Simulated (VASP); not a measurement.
Wanted: the native input for a VASP 6.6.1 run.

```yaml
Task: single point
Functional: HSE06
Potentials_or_basis: VASP PAW PBE potentials, release 64 (B, As)
Cutoff: 520 eV
k_mesh: 6 × 6 × 6
Occupations: gaussian, width 0.01 eV
Spin: no spin polarisation
Dipole_correction: no
Grid_for_exact_exchange_PRECFOCK: Normal
Further_INCAR_settings: ALGO = Normal; EDIFF = 1e-06; NBANDS = 11
Screening_parameter: 0.2079 1/Å
```

BAs:

```
CELL_PARAMETERS angstrom
0.00000 2.39187 2.51433
2.39187 0.00000 2.51433
2.39187 2.39187 0.00000
ATOMIC_POSITIONS crystal
B 0.00000 0.00000 0.00000
As 0.25000 0.25000 0.25000
```

This cell differs from its parent crystal: uniaxial z strain +5.1%.

One way to write it, as run:

POSCAR

```
BAs
1.0
    0.0000000000      2.3918699019      2.5143336409
    2.3918699019      0.0000000000      2.5143336409
    2.3918699019      2.3918699019      0.0000000000
B As
1 1
Direct
    0.0000000000      0.0000000000      0.0000000000
    0.2500000000      0.2500000000      0.2500000000
```

INCAR.step1

```
SYSTEM = BAs
PREC = Accurate
ENCUT = 520
EDIFF = 1E-5
ISMEAR = 0
SIGMA = 0.01
LREAL = .False.
LASPH = .True.
NELM = 100
ALGO = Normal
ISIF = 2
LWAVE = .True.
LCHARG = .False.
NBANDS = 11
GGA = PE
```

INCAR.step2

```
SYSTEM = BAs
PREC = Accurate
ENCUT = 520
EDIFF = 1E-6
ISMEAR = 0
SIGMA = 0.01
LREAL = .False.
LASPH = .True.
NELM = 100
ALGO = Normal
ISIF = 2
LWAVE = .False.
LCHARG = .False.
GGA = PE
LHFCALC = .True.
HFSCREEN = 0.2079
PRECFOCK = Normal
NBANDS = 11
ISTART = 1
```

KPOINTS

```
regular mesh
0
Gamma
  6 6 6
  0 0 0
```

Potentials or basis: VASP PAW PBE potentials, release 64 (B, As).

Command:

```sh
$ cat potpaw_PBE.64/B/POTCAR potpaw_PBE.64/As/POTCAR > POTCAR
$ cp INCAR.step1 INCAR
$ mpirun -np 1 vasp_std > vasp.out
$ cp INCAR.step2 INCAR
$ mpirun -np 1 vasp_std > vasp.out
```

Results of the run:

| Property | Result |
| --- | --- |
| Pressure | -7.6 GPa |
| Band gap on the k mesh | 1.61 eV, indirect (least direct gap 3.78 eV) |

Caveat: the cell differs from its parent crystal (uniaxial z strain +5.1%); the PAW data sets were made with another functional, which shifts forces and pressure a little.

Run time: 12 min on 1 thread of Intel(R) Xeon(R) Platinum 8488C (Sapphire Rapids), on a shared host, peak memory 0.27 GiB.
